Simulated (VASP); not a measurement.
# ScAl3 (Pm-3m) in VASP: settings compared, part 2 of 2

VASP 6.6.1. The steps go on from the part before.

## 4. Single point, PBEsol+D3(BJ)

This run uses another cell than the first one, of 16.31 Å³/atom, 0.955 times its volume.

Contents of INCAR:

```
  ALGO = Normal
  EDIFF = 1E-6
  ENCUT = 520
  GGA = PS
  ISIF = 2
  ISMEAR = -1
  IVDW = 12
  LASPH = T
  LCHARG = F
  LREAL = F
  LWAVE = F
  NBANDS = 18
  NELM = 80
  PREC = Accurate
  SIGMA = 0.05
```

Contents of KPOINTS:

```
k-points
0
Gamma
  7 7 7
```

Contents of POSCAR:

```
ScAl3
1.0
    4.0259969016      0.0000000000      0.0000000000
    0.0000000000      4.0259969016      0.0000000000
    0.0000000000      0.0000000000      4.0259969016
Sc Al
1 3
Direct
    0.0000000000      0.0000000000      0.0000000000
    0.5000000000      0.5000000000      0.0000000000
    0.0000000000      0.5000000000      0.5000000000
    0.5000000000      0.0000000000      0.5000000000
```

Potentials or basis: VASP PAW PBE potentials, release 64 (Sc_sv, Al).

Launch:

```console
$ cat potpaw_PBE.64/Sc_sv/POTCAR potpaw_PBE.64/Al/POTCAR > POTCAR
$ mpirun -np 1 vasp_std > vasp.out
```

OUTCAR:

```text
EDIFF = 1E-6
   ENCUT = 520
   GGA = PS
   ISIF = 2
   ISMEAR = -1
   IVDW = 12
   LASPH = T
   LREAL = F
   NELM = 80
   PREC = Accurate
 IVDW          = 12

 ion  position               nearest neighbor table
   1  0.000  0.000  0.000-   2 2.85   3 2.85   4 2.85   3 2.85   4 2.85   2 2.85   3 2.85   3 2.85
                             2 2.85   4 2.85   4 2.85   2 2.85
   2  0.500  0.500  0.000-   1 2.85   3 2.85   4 2.85   3 2.85   4 2.85   1 2.85   4 2.85   4 2.85
                             1 2.85   3 2.85   3 2.85   1 2.85
   3  0.000  0.500  0.500-   1 2.85   2 2.85   4 2.85   1 2.85   2 2.85   1 2.85   4 2.85   1 2.85
                             2 2.85   4 2.85   2 2.85   4 2.85
   4  0.500  0.000  0.500-   1 2.85   2 2.85   3 2.85   1 2.85   2 2.85   2 2.85   3 2.85   2 2.85
                             1 2.85   3 2.85   1 2.85   3 2.85

  LATTYP: Found a simple cubic cell.
 ALAT       =     4.0259969016

  Lattice vectors:

 A1 = (   4.0259969016,   0.0000000000,   0.0000000000)
 A2 = (   0.0000000000,   4.0259969016,   0.0000000000)
 A3 = (   0.0000000000,   0.0000000000,   4.0259969016)

Analysis of symmetry for initial positions (statically):
=====================================================================
 Subroutine PRICEL returns:
 Original cell was already a primitive cell.

 Routine SETGRP: Setting up the symmetry group for a
 simple cubic supercell.

 Subroutine GETGRP returns: Found 48 space group operations
 (whereof 48 operations were pure point group operations)
 out of a pool of 48 trial point group operations.

The static configuration has the point symmetry O_h .

Analysis of symmetry for dynamics (positions and initial velocities):
=====================================================================
 Subroutine PRICEL returns:
 Original cell was already a primitive cell.

 Routine SETGRP: Setting up the symmetry group for a
 simple cubic supercell.

[... 121 lines left out ...]
   IMIX   =      4    mixing-type and parameters
     AMIX     =   0.40;   BMIX     =  1.00
     AMIX_MAG =   1.60;   BMIX_MAG =  1.00
  volume/ion in A,a.u.               =      16.31       110.09
  Fermi-wavevector in a.u.,A,eV,Ry     =   1.103769  2.085820 16.576049  1.218305
  Thomas-Fermi vector in A             =   2.240232
   LORBIT       =      0    0 simple, 1 ext, 2 COOP (PROOUT), +10 PAW based schemes
   GGA     = PS    functional components
   LHFCALC =     F    Hartree Fock is set to
   AEXX    =    0.0000 exact exchange contribution
   IVDW    =    12    specifies the selected vdW correction
   LEPSILON=     F    determine dielectric tensor
   LRPA    =     F    only Hartree local field effects (RPA)
 non-spin polarized calculation
  energy-cutoff  :      520.00
  volume of cell :       65.26
 maximum number of plane-waves:      1791
 NGX is ok and might be reduce to    30
   NGX = 15   NGY = 15   NGZ = 15

 number of electron      20.0000004 magnetization

 Free energy of the ion-electron system (eV)
  ---------------------------------------------------
  ext. energy  EPLUGINS =         0.00000000
  ---------------------------------------------------
  free energy    TOTEN  =       -20.74658177 eV

  energy without entropy =      -20.73373288  energy(sigma->0) =      -20.74015733

 E-fermi :   7.5093     XC(G=0): -10.6792

 val. band max:        7.4461199195   @ k =   0.4286   0.4286   0.1429
 cond. band min:       7.5102720491   @ k =   0.2857   0.0000   0.0000
 fundamental gap:      0.0641521296
 Fermi energy:         7.5093009063

 k-point     1 :       0.0000    0.0000    0.0000
  band No.  band energies     occupation
      1     -40.9855      2.00000
      2     -19.8022      2.00000
      3     -19.8022      2.00000
      4     -19.8022      2.00000
      5      -2.6407      2.00000
      6       4.9309      2.00000
[... 397 lines left out ...]
      5       1.7260      2.00000
      6       2.7681      2.00000
[... 10 lines left out ...]
     17      11.9312      0.00000
     18      17.2970      0.00000

------------------------ aborting loop because EDIFF is reached ----------------------------------------

 Edisp (eV)   -1.53675

 E8    (eV) :    -1.0535

  FORCE on cell =-STRESS in cart. coord.  units (eV):
  Direction    XX          YY          ZZ          XY          YZ          ZX
  --------------------------------------------------------------------------------------
  -------------------------------------------------------------------------------------
  Total      -0.16483    -0.16483    -0.16483     0.00000     0.00000     0.00000
  in kB      -4.04693    -4.04693    -4.04693     0.00000     0.00000     0.00000
  external pressure =       -4.05 kB  Pullay stress =        0.00 kB

 VOLUME and BASIS-vectors are now :
 -----------------------------------------------------------------------------
  energy-cutoff  :      520.00
  volume of cell :       65.26
      direct lattice vectors                 reciprocal lattice vectors
     4.025996902  0.000000000  0.000000000     0.248385685  0.000000000  0.000000000
     0.000000000  4.025996902  0.000000000     0.000000000  0.248385685  0.000000000
     0.000000000  0.000000000  4.025996902     0.000000000  0.000000000  0.248385685

 POSITION                                       TOTAL-FORCE (eV/Angst)
 -----------------------------------------------------------------------------------
      0.00000      0.00000      0.00000         0.000000      0.000000      0.000000
      2.01300      2.01300      0.00000         0.000000      0.000000      0.000000
      0.00000      2.01300      2.01300         0.000000      0.000000      0.000000
      2.01300      0.00000      2.01300         0.000000      0.000000      0.000000
 -----------------------------------------------------------------------------------
    total drift:                               -0.000000     -0.000000      0.000000

  FREE ENERGIE OF THE ION-ELECTRON SYSTEM (eV)
  ---------------------------------------------------
  free  energy   TOTEN  =       -22.2833332362 eV

  energy  without entropy=      -22.2704843496  energy(sigma->0) =      -22.27690879
```

OSZICAR:

```text
N       E                     dE             d eps       ncg     rms          rms(c)
DAV:   1     0.106377619092E+03    0.10638E+03   -0.82203E+03   720   0.101E+03
DAV:   2    -0.170398802347E+02   -0.12342E+03   -0.12055E+03   720   0.287E+02
DAV:   3    -0.216574784810E+02   -0.46176E+01   -0.44687E+01  1150   0.548E+01
DAV:   4    -0.217681229833E+02   -0.11064E+00   -0.11033E+00  1088   0.840E+00
DAV:   5    -0.217712247233E+02   -0.31017E-02   -0.31015E-02  1088   0.130E+00    0.100E+01
DAV:   6    -0.208305319227E+02    0.94069E+00   -0.34556E+00  1082   0.203E+01    0.361E+00
DAV:   7    -0.207733428564E+02    0.57189E-01   -0.10452E-01  1082   0.237E+00    0.208E+00
DAV:   8    -0.207473513047E+02    0.25992E-01   -0.41384E-02  1162   0.172E+00    0.318E-01
DAV:   9    -0.207470351357E+02    0.31617E-03   -0.89246E-03  1088   0.110E+00    0.220E-01
DAV:  10    -0.207465925822E+02    0.44255E-03   -0.15191E-03  1116   0.421E-01    0.646E-02
DAV:  11    -0.207466097934E+02   -0.17211E-04   -0.88431E-05  1144   0.661E-02    0.397E-02
DAV:  12    -0.207465813477E+02    0.28446E-04   -0.12308E-04  1074   0.121E-01    0.422E-03
DAV:  13    -0.207465817685E+02   -0.42082E-06   -0.27791E-06   928   0.129E-02
   1 F= -.22283333E+02 E0= -.22276909E+02  d E =-.128489E-01
```

stdout:

```text
POSCAR found type information on POSCAR ScAl
 POSCAR found :  2 types and       4 ions
 scaLAPACK will be used
 -----------------------------------------------------------------------------
|                                                                             |
|                                                                             |
|     You enforced a specific xc type in the INCAR file but a different       |
|     I HOPE YOU KNOW WHAT YOU ARE DOING!                                     |
|                                                                             |
 -----------------------------------------------------------------------------

 LDA part: xc-table for (Slater+PW92), standard interpolation
 POSCAR, INCAR and KPOINTS ok, starting setup
 FFT: planning ... GRIDC
 FFT: planning ... GRID_SOFT
 FFT: planning ... GRID
 WAVECAR not read
 entering main loop
```

Wall time 29 s (1 thread of AMD EPYC 7R13 (Zen 3), shared host); peak memory 0.15 GiB.

Results:

| Quantity | Value |
| --- | --- |
| Free energy | -22.2833 eV |
| Pressure | -0.4 GPa |
| Band gap on the k mesh | zero (band 10 reaches 8.62 eV, above the bottom of band 11 at 4.90 eV) |
| Dispersion energy per atom | -0.384 eV |

Levels at points of the mesh, in eV from the Fermi level:
| k point | band 6 | band 7 | band 8 | band 9 | band 10 | band 11 | band 12 | band 13 | band 14 | band 15 |
| --- | --- | --- | --- | --- | --- | --- | --- | --- | --- | --- |
| (0.00, 0.00, 0.00) | -2.58 | -2.58 | -1.71 | -1.71 | -1.71 | 1.33 | 1.42 | 1.42 | 1.42 | 5.27 |

Caveat: three body term missing; the PAW data sets were made with another functional, which shifts forces and pressure a little; pairwise dispersion overbinds metals, which lowers pressure and volume.

## 5. Single point, PBEsol+D4

This run uses another cell than the first one, of 16.54 Å³/atom, 0.968 times its volume.

Contents of INCAR:

```
PREC     = Accurate       # precision mode
ENCUT    = 520            # plane-wave cutoff, eV
EDIFF    = 1E-7           # SCF threshold, eV
ISMEAR   = -1             # smearing method
SIGMA    = 0.05           # smearing width, eV
LREAL    = F              # projectors in reciprocal space
LASPH    = T              # aspherical terms in the spheres
NELM     = 100            # most SCF steps
ALGO     = Normal         # electronic algorithm
ISIF     = 2              # what is computed and relaxed
LWAVE    = F              # write WAVECAR
LCHARG   = T              # write CHGCAR
GGA      = PS             # functional
IVDW     = 13             # dispersion correction
LELF     = T              # ELF
LVHAR    = T            
NBANDS   = 18             # bands
```

Contents of KPOINTS:

```
regular mesh
0
Gamma
  7 7 7
```

Contents of POSCAR:

```
ScAl3
1.0
    4.0443491413      0.0000000000      0.0000000000
    0.0000000000      4.0443491413      0.0000000000
    0.0000000000      0.0000000000      4.0443491413
Sc Al
1 3
Direct
    0.0000000000      0.0000000000      0.0000000000
    0.5000000000      0.5000000000      0.0000000000
    0.0000000000      0.5000000000      0.5000000000
    0.5000000000      0.0000000000      0.5000000000
```

Launch:

```console
$ cat potpaw_PBE.64/Sc_sv/POTCAR potpaw_PBE.64/Al/POTCAR > POTCAR
$ mpirun -np 1 vasp_std > vasp.out
```

Wall time 30 s (1 thread of AMD EPYC 7R13 (Zen 3), shared host); peak memory 0.14 GiB.

Results (log left out):

```yaml
Free_energy: -21.5866 eV
Pressure: 0.1 GPa
Band_gap_on_the_k_mesh: zero (band 10 reaches 8.49 eV, above the bottom of band 11 at 4.79 eV)
Dispersion_energy_per_atom: -0.206 eV
```

Levels at points of the mesh, in eV from the Fermi level:
| k point | band 6 | band 7 | band 8 | band 9 | band 10 | band 11 | band 12 | band 13 | band 14 | band 15 |
| --- | --- | --- | --- | --- | --- | --- | --- | --- | --- | --- |
| (0.00, 0.00, 0.00) | -2.56 | -2.56 | -1.71 | -1.71 | -1.71 | 1.33 | 1.41 | 1.41 | 1.41 | 5.15 |

Caveat: the PAW data sets were made with another functional, which shifts forces and pressure a little; pairwise dispersion overbinds metals, which lowers pressure and volume.

## 6. Summary

| task | level | cell | cutoff (eV) | gap on the mesh (eV) | pressure (GPa) |
| --- | --- | --- | --- | --- | --- |
| relaxation of cell and atoms | revPBE+D4 | relaxed from a = 4.088 Å, 4 atoms | 600 | none | 0.0 |
| single point | PBEsol+D3(BJ) | a = 4.019 Å, 4 atoms | 520 | none | 0.1 |
| single point | PBEsol+D3(BJ) | a = 4.026 Å, 4 atoms | 520 | none | -0.4 |
| single point | PBEsol+D4 | a = 4.044 Å, 4 atoms | 520 | none | 0.1 |

Alike in all rows: potentials or basis VASP PAW PBE potentials, release 64 (Sc_sv, Al); no spin polarisation; k mesh 7 × 7 × 7; smearing fermi-dirac 0.05 eV.

Caveats: the PAW data sets were made with another functional, which shifts forces and pressure a little; pairwise dispersion overbinds metals, which lowers pressure and volume; three body term missing (some runs).

Total energies depend on the potentials used, so only differences within one code and one set of settings carry meaning.
